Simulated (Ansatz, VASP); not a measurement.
**One calculation of AlRu, two programs**

The input INCAR:

```
ALGO = Fast ; EDIFF = 1E-7
ENCUT = 520 ; GGA = PS
ISIF = 2 ; ISMEAR = 0
LASPH = T ; LCHARG = F
LREAL = F ; LWAVE = F
NBANDS = 16 ; NELM = 100
PREC = Accurate ; SIGMA = 0.15
```

File KPOINTS:

```
k-points
0
Gamma
  20 20 20
```

POSCAR

```
AlRu
1.0
    2.9764078218      0.0000000000      0.0000000000
    0.0000000000      2.9764078218      0.0000000000
    0.0000000000      0.0000000000      2.9764078218
Al Ru
1 1
Direct
   -0.1069067381     -0.1069067381      0.0000000000
    0.5000000000      0.5000000000      0.5000000000
```

Input for Ansatz:

```yaml
crystal:
  lattice:
    - [2.9764078218, 0.0, 0.0]
    - [0.0, 2.9764078218, 0.0]
    - [0.0, 0.0, 2.9764078218]
  atoms:
    - { symbol: Al, position: [-0.1069067381, -0.1069067381, 0.0] }
    - { symbol: Ru, position: [0.5, 0.5, 0.5] }
basis:
  ecutwfc: 420
kpoints:
  mp_grid: { grid: [20, 20, 20] }
hamiltonian:
  xc: pbesol
scf:
  occupations: { method: gaussian, width: 0.15 }
output:
  forces: true
  stress: true
  eigenvalues: true
```

Alike in both runs: task single point; functional PBEsol; k mesh 20 × 20 × 20; occupations gaussian, width 0.15 eV; no spin polarisation.

|  | VASP | Ansatz |
| --- | --- | --- |
| version | VASP 6.6.1 | Ansatz 0.2.0 |
| potentials or method | VASP PAW PBE potentials, release 64 (Al, Ru_pv), cutoff 520 eV | scalar-relativistic, plane waves, PAW |
| valence electrons in the cell | 17 | 19 |

|  | VASP | Ansatz | Ansatz less VASP |
| --- | --- | --- | --- |
| gap on the k mesh at the Fermi level (eV) | none | none | - |
| pressure (GPa) | 16.9 | 16.7 | -0.23 |
| traceless stress, the component that is largest in VASP (GPa) | 15.90 | 15.72 | -0.184 |
| rms of the force components (eV/Å) | 2.706 | 2.679 | -0.0275 |

VASP's potentials were made for PBE, not for PBEsol. Atom by atom the forces differ by 0.028 eV/Å (rms over components). A gap of «none» marks a metal or a gap that the smearing closes. The functional is the same, so the differences come from potentials, cutoffs and numerics. VASP's potentials hold 17 valence electrons a cell and Ansatz's 19, so a difference there can come from the potentials and not from the codes.
